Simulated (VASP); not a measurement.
A run of VASP 6.6.1 is set up as follows.

Contents of POSCAR:

```
HfPdSe3
1.0
    5.1434819761      0.0000000000      0.0000000000
    0.0000000000      5.1434819761      0.0000000000
    0.0000000000      0.0000000000      5.1434819761
Hf Pd Se
1 1 3
Direct
    0.0000000000      0.0000000000      0.0000000000
    0.5000000000      0.5000000000      0.5000000000
    0.5000000000      0.0000000000      0.0000000000
    0.0000000000      0.5000000000      0.0000000000
    0.0000000000      0.0000000000      0.5000000000
```

INCAR.step1

```
PREC     = Accurate       # precision mode
ENCUT    = 520            # plane-wave cutoff, eV
EDIFF    = 1E-7           # SCF threshold, eV
ISMEAR   = 0              # smearing method
SIGMA    = 0.1            # smearing width, eV
LREAL    = False          # projectors in reciprocal space
LASPH    = True           # aspherical terms in the spheres
NELM     = 150            # most SCF steps
ALGO     = Normal         # electronic algorithm
ISIF     = 2              # what is computed and relaxed
LWAVE    = False          # write WAVECAR
LCHARG   = True           # write CHGCAR
ISPIN    = 2              # spin polarisation
MAGMOM   = 0 0.42 0.11 0.11 0.11 # initial moments
LMAXMIX  = 4              # l up to which the mixer works
GGA      = PE             # functional
NBANDS   = 31             # bands
```

Contents of KPOINTS.step1:

```
regular mesh
0
Gamma
  8 8 8
```

Contents of INCAR.step2:

```
PREC     = Accurate       # precision mode
ENCUT    = 520            # plane-wave cutoff, eV
EDIFF    = 1E-7           # SCF threshold, eV
ISMEAR   = -5             # smearing method
SIGMA    = 0.1            # smearing width, eV
LREAL    = False          # projectors in reciprocal space
LASPH    = True           # aspherical terms in the spheres
NELM     = 150            # most SCF steps
ALGO     = Normal         # electronic algorithm
ISIF     = 2              # what is computed and relaxed
LWAVE    = False          # write WAVECAR
LCHARG   = False          # write CHGCAR
ISPIN    = 2              # spin polarisation
MAGMOM   = 0 0.42 0.11 0.11 0.11 # initial moments
LORBIT   = 11             # projections on sites
LMAXMIX  = 4              # l up to which the mixer works
GGA      = PE             # functional
NBANDS   = 31             # bands
NEDOS    = 2001           # points of the DOS
ICHARG   = 11             # starting density
```

File KPOINTS.step2:

```
regular mesh
0
Gamma
  12 12 12
```

Potentials or basis: VASP PAW PBE potentials, release 64 (Hf_pv, Pd, Se).

The run is started by

```bash
$ cat potpaw_PBE.64/Hf_pv/POTCAR potpaw_PBE.64/Pd/POTCAR potpaw_PBE.64/Se/POTCAR > POTCAR
$ cp INCAR.step1 INCAR
$ cp KPOINTS.step1 KPOINTS
$ mpirun -np 1 vasp_std > vasp.out
$ cp INCAR.step2 INCAR
$ cp KPOINTS.step2 KPOINTS
$ mpirun -np 1 vasp_std > vasp.out
```

(1) Predict the net moment.

(2) Predict the site moments.

## Answers

(1) -0.81 μB per cell.

(2) Hf +0.02; Pd -0.38; Se -0.10 μB.
